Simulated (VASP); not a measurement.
Wanted: the native input for a VASP 6.6.1 run.

```
Task                   : single point
Functional             : r2SCAN
Potentials or basis    : VASP PAW PBE potentials, release 64 (Co)
Cutoff                 : 520 eV
k mesh                 : 20 × 20 × 12
Occupations            : gaussian, width 0.05 eV
Spin                   : collinear spin, ferromagnetic start
Starting moments       : [2.08, 2.08] μB
Dipole correction      : no
Further INCAR settings : ALGO = Normal; EDIFF = 1e-06; NBANDS = 20
```

Crystal: Co.

```
CELL_PARAMETERS angstrom
2.45679 0.00000 0.00000
-1.22840 2.12765 0.00000
0.00000 0.00000 3.98615
ATOMIC_POSITIONS crystal
Co 0.33333 0.66667 0.25000
Co 0.66667 0.33333 0.75000
```

The input as run:

POSCAR

```
Co
1.0
    2.4567944576      0.0000000000      0.0000000000
   -1.2283972288      2.1276464121      0.0000000000
    0.0000000000      0.0000000000      3.9861472021
Co
2
Direct
    0.3333333333      0.6666666667      0.2500000000
    0.6666666667      0.3333333333      0.7500000000
```

INCAR.step1

```
SYSTEM = Co
ALGO = Normal ; EDIFF = 1E-4
ENCUT = 520 ; GGA = PE
ISMEAR = 0 ; ISPIN = 2
LASPH = .True. ; LCHARG = .False.
LMAXMIX = 4 ; LREAL = .False.
LWAVE = .True. ; MAGMOM = 2.08 2.08
NBANDS = 20 ; NELM = 150
PREC = Accurate ; SIGMA = 0.05
```

INCAR.step2

```
SYSTEM = Co
ALGO = Normal ; EDIFF = 1E-6
ENCUT = 520 ; ISIF = 2
ISMEAR = 0 ; ISPIN = 2
ISTART = 1 ; LASPH = .True.
LCHARG = .False. ; LMAXMIX = 4
LMIXTAU = .True. ; LORBIT = 11
LREAL = .False. ; LWAVE = .False.
MAGMOM = 2.08 2.08 ; METAGGA = R2SCAN
NBANDS = 20 ; NELM = 150
PREC = Accurate ; SIGMA = 0.05
```

KPOINTS

```
k-points
0
Gamma
  20 20 12
  0 0 0
```

Potentials or basis: VASP PAW PBE potentials, release 64 (Co).

Launch:

```sh
$ cat potpaw_PBE.64/Co/POTCAR > POTCAR
$ cp INCAR.step1 INCAR
$ mpirun -np 1 vasp_std > vasp.out
$ cp INCAR.step2 INCAR
$ mpirun -np 1 vasp_std > vasp.out
```

It gave:

The pressure is 4.8 GPa. The net moment is 3.48 μB per cell. The site moments are Co +1.79 μB. The valence electrons inside the program's atomic spheres are Co 8.38.

Caveat: the cell stands under pressure; the PAW data sets were made with another functional, which shifts forces and pressure a little.

Run time: 7 min on 1 thread of AMD EPYC 9R45 96-Core Processor (Zen 5) (shared host), peak memory 0.25 GiB.
